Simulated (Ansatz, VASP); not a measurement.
# WS2 in VASP and in Ansatz

Contents of POSCAR:

```
WS2
1.0
    3.1699447676      0.0000000000      0.0000000000
   -1.5849723838      2.7452526973      0.0000000000
    0.0000000000      0.0000000000     12.4911938316
W S
2 4
Direct
    0.6666666667      0.3333333333      0.2500000000
    0.3333333333      0.6666666667      0.7500000000
    0.6666666667      0.3333333333      0.6248928680
    0.3333333333      0.6666666667      0.3751071320
    0.6666666667      0.3333333333      0.8751071320
    0.3333333333      0.6666666667      0.1248928680
```

Contents of INCAR.step1:

```
SYSTEM = WS2
ALGO = Normal ; EDIFF = 1E-4
ENCUT = 520 ; GGA = PE
ISMEAR = 0 ; LASPH = .TRUE.
LCHARG = .FALSE. ; LREAL = .FALSE.
LWAVE = .TRUE. ; NBANDS = 35
NELM = 60 ; PREC = Accurate
SIGMA = 0.01
```

INCAR.step2

```
SYSTEM = WS2
ALGO = Normal ; EDIFF = 1E-7
ENCUT = 520 ; ISIF = 2
ISMEAR = 0 ; ISTART = 1
LASPH = .TRUE. ; LCHARG = .FALSE.
LMIXTAU = .TRUE. ; LREAL = .FALSE.
LWAVE = .FALSE. ; METAGGA = R2SCAN
NBANDS = 35 ; NELM = 60
PREC = Accurate ; SIGMA = 0.01
```

KPOINTS

```
k-points
0
G
  12 12 2
  0 0 0
```

Input for Ansatz:

```yaml
crystal:
  lattice:
    - [3.1699447676, 0.0, 0.0]
    - [-1.5849723838, 2.7452526973, 0.0]
    - [0.0, 0.0, 12.4911938316]
  atoms:
    - { symbol: W, position: [0.6666666667, 0.3333333333, 0.25] }
    - { symbol: W, position: [0.3333333333, 0.6666666667, 0.75] }
    - { symbol: S, position: [0.6666666667, 0.3333333333, 0.624892868] }
    - { symbol: S, position: [0.3333333333, 0.6666666667, 0.375107132] }
    - { symbol: S, position: [0.6666666667, 0.3333333333, 0.875107132] }
    - { symbol: S, position: [0.3333333333, 0.6666666667, 0.124892868] }
kpoints:
  mp_grid: { grid: [12, 12, 2] }
  band_path:
    path:
      - [0.0, 0.0, 0.0]
      - [0.5, 0.0, 0.0]
      - [0.3333333333, 0.3333333333, 0.0]
      - [0.0, 0.0, 0.5]
      - [0.5, 0.0, 0.5]
      - [0.3333333333, 0.3333333333, 0.5]
      - [0.171875, 0.174479, 0.0]
    npoints: 1
hamiltonian:
  xc: r2scan
scf:
  occupations: { method: fixed }
  n_extra_bands: 5
output:
  forces: true
  stress: true
  eigenvalues: true
  write_density: true
  write_potential: true
  elf: true
  volumetric_format: npy
```

Alike in both runs: task single point; functional r2SCAN; k mesh 12 × 12 × 2; no spin polarisation.

```csv
,VASP,Ansatz
version,VASP 6.6.1,Ansatz 0.2.0
potentials or method,"VASP PAW PBE potentials, release 64 (W_sv, S)","plane waves, PAW"
plane-wave cutoff (eV),520,500
occupations,"gaussian, width 0.01 eV",fixed
valence electrons in the cell,52,52
```

Ansatz gave:

- gap on the k mesh at the Fermi level (eV): 1.16
- pressure (GPa): 1.2
- traceless stress, the component that is largest in VASP (GPa): -0.13
- rms of the force components (eV/Å): 0.025

Problem. What did VASP give for the same quantities?

Solution. gap on the k mesh at the Fermi level (eV): 1.17; pressure (GPa): 1.4; traceless stress, the component that is largest in VASP (GPa): -0.18; rms of the force components (eV/Å): 0.014.

VASP's potentials were made for PBE, not for r2SCAN. Atom by atom the forces differ by 0.011 eV/Å (rms over components).

Spin-orbit coupling is off throughout.
